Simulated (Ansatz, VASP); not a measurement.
## Hf in VASP and in Ansatz

```
CELL_PARAMETERS angstrom
3.15833 0.00000 0.00000
-1.57916 2.73519 0.00000
0.00000 0.00000 5.00194
ATOMIC_POSITIONS crystal
Hf 0.33333 0.66667 0.25000
Hf 0.66667 0.33333 0.75000
```

Alike in both runs: functional PBEsol; k mesh 15 × 15 × 9; occupations fermi-dirac, width 0.08 eV; no spin polarisation.

Ansatz relaxed the structure, and its values are those at the end. VASP's run is a single point on that final structure, the one shown.

|  | VASP | Ansatz |
| --- | --- | --- |
| version | VASP 6.6.1 | Ansatz 0.2.0 |
| potentials or method | VASP PAW PBE potentials, release 64 (Hf_pv) | PAW with Ansatz's default frozen-core files, scalar-relativistic |
| plane-wave cutoff (eV) | 520 | 420 |
| valence electrons in the cell | 20 | 52 |

```tsv
	VASP	Ansatz	Ansatz less VASP
pressure (GPa)	-0.4	0.0	+0.38
```

VASP's potentials were made for PBE, not for PBEsol. VASP's potentials hold 20 valence electrons a cell and Ansatz's 52, so a difference there can come from the potentials and not from the codes. Ansatz's warnings: stress scf threshold loose.

Spin-orbit coupling is off throughout.
